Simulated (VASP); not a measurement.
Set up this calculation in VASP 6.6.1, as the native input.

* Task: single point
* Functional: revPBE
* Potentials or basis: VASP PAW PBE potentials, release 64 (Pt)
* Cutoff: 520 eV
* k mesh: 16 × 16 × 16
* Occupations: fermi-dirac, width 0.1 eV
* Spin: no spin polarisation
* Dipole correction: no
* Further INCAR settings: ALGO = Normal; EDIFF = 1e-06; NBANDS = 11

The structure of Pt lies in POSCAR:

```
Pt
1.0
   -1.6099925621      1.6099925621      1.6099925621
    1.6099925621     -1.6099925621      1.6099925621
    1.6099925621      1.6099925621     -1.6099925621
Pt
1
Direct
    0.0000000000      0.0000000000      0.0000000000
```

This cell differs from its parent crystal: volume scaled by 1.04.

The input as run:

INCAR

```
ALGO     = Normal         # electronic algorithm
EDIFF    = 1E-6           # SCF threshold, eV
ENCUT    = 520            # plane-wave cutoff, eV
GGA      = RE             # functional
ISIF     = 2              # what is computed and relaxed
ISMEAR   = -1             # smearing method
LASPH    = True           # aspherical terms in the spheres
LCHARG   = False          # write CHGCAR
LREAL    = False          # projectors in reciprocal space
LWAVE    = False          # write WAVECAR
NBANDS   = 11             # bands
NELM     = 100            # most SCF steps
PREC     = Accurate       # precision mode
SIGMA    = 0.1            # smearing width, eV
```

KPOINTS

```
k-points
0
Gamma
  16 16 16
```

Potentials or basis: VASP PAW PBE potentials, release 64 (Pt).

Command:

```console
$ cat potpaw_PBE.64/Pt/POTCAR > POTCAR
$ mpirun -np 1 vasp_std > vasp.out
```

Results of the run:

```
Pressure               : -8.2 GPa
Band gap on the k mesh : zero (band 5 reaches 10.23 eV, above the bottom of band 6 at 8.27 eV)
```

Caveat: the PAW data sets were made with another functional, which shifts forces and pressure a little; spin-orbit coupling is left out, which moves the levels of the heavy elements.

It took 49 s on 1 thread of AMD EPYC 7R43 64-Core Processor (Zen 3) (shared host), peak memory 0.13 GiB.
